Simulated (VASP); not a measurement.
TiPd:

```
Ti Pd
1.0
     4.57045    0.00000    0.00000
     0.00000    2.77509    0.00000
     0.00000    0.00000    4.87578
Ti Pd
2 2
Direct
  0.25000 0.00000 0.70248
  0.75000 0.00000 0.29752
  0.25000 0.50000 0.18660
  0.75000 0.50000 0.81340
```

```yaml
Program: VASP 6.6.1
Task: relaxation of cell and atoms
Functional: PBEsol
Potentials_or_basis: VASP PAW PBE potentials, release 64 (Ti_sv, Pd)
Cutoff: 600 eV
k_mesh: 10 × 18 × 10
Occupations: methfessel-paxton, width 0.1 eV
Spin: no spin polarisation
```

At the start: pressure -4.1 GPa; volume 15.46 Å³/atom.

How do energy, volume and symmetry change on relaxing?

Over 9 steps the energy falls by 5.1 meV/atom and the volume is 15.08 Å³/atom (-2.5 %); space group Pmma (No. 51, to 0.1 Å) before and after.

The path:
```csv
step,energy change (eV),largest force (eV/Å),pressure (GPa),volume (Å³)
1,0.0000,0.0205,-4.11,61.84
2,0.0183,0.1720,6.39,58.36
3,-0.0200,0.0551,-0.07,60.34
4,-0.0200,0.0571,0.05,60.31
5,-0.0203,0.0347,0.06,60.30
6,-0.0203,0.0195,0.06,60.28
7,-0.0204,0.0131,-0.10,60.34
8,-0.0204,0.0132,-0.09,60.34
9,-0.0204,0.0051,-0.05,60.31
```

Final structure:
```
Ti Pd
1.0
     4.53021    0.00000    0.00000
     0.00000    2.75001    0.00000
     0.00000    0.00000    4.84101
Ti Pd
2 2
Cartesian
  1.1326 2.7500 3.3944
  3.3977 2.7500 1.4466
  1.1326 1.3750 0.9029
  3.3977 1.3750 3.9381
```

Caveat: the PAW data sets were made with another functional, which shifts forces and pressure a little.
